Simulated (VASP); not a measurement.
Input of a VASP 6.6.1 run:

INCAR

```
SYSTEM = TaRe
  ALGO = Normal
  EDIFF = 1E-6
  ENCUT = 520
  ISIF = 2
  ISMEAR = 0
  LASPH = .TRUE.
  LCHARG = .FALSE.
  LREAL = .FALSE.
  LWAVE = .FALSE.
  NBANDS = 16
  NELM = 80
  PREC = Accurate
  SIGMA = 0.05
```

The input KPOINTS:

```
k-points
0
G
  8 8 5
  0 0 0
```

The input POSCAR:

```
TaRe
1.0
    1.5759334842     -2.2600690609      0.0000000000
    1.5759334842      2.2600690609      0.0000000000
    0.0000000000      0.0000000000      4.3873072846
Ta Re
1 1
Direct
    0.5000000000      0.5000000000      0.5000000000
    0.0000000000      0.0000000000      0.0000000000
```

Potentials or basis: VASP PAW LDA potentials, release 64 (Ta_pv, Re).

Run with:

```bash
$ cat potpaw_LDA.64/Ta_pv/POTCAR potpaw_LDA.64/Re/POTCAR > POTCAR
$ mpirun -np 1 vasp_std > vasp.out
```

Q: What does it give for the pressure?

A: 1.1 GPa.

Q: Predict the band gap on the k mesh.

A: Zero (band 9 reaches 9.84 eV, above the bottom of band 10 at 6.60 eV).

Stress tensor (GPa, compression positive):
```
-0.29  0.00  0.00
 0.00  1.87  0.00
 0.00  0.00  1.85
```

Caveat: spin-orbit coupling is left out, which moves the levels of the heavy elements.
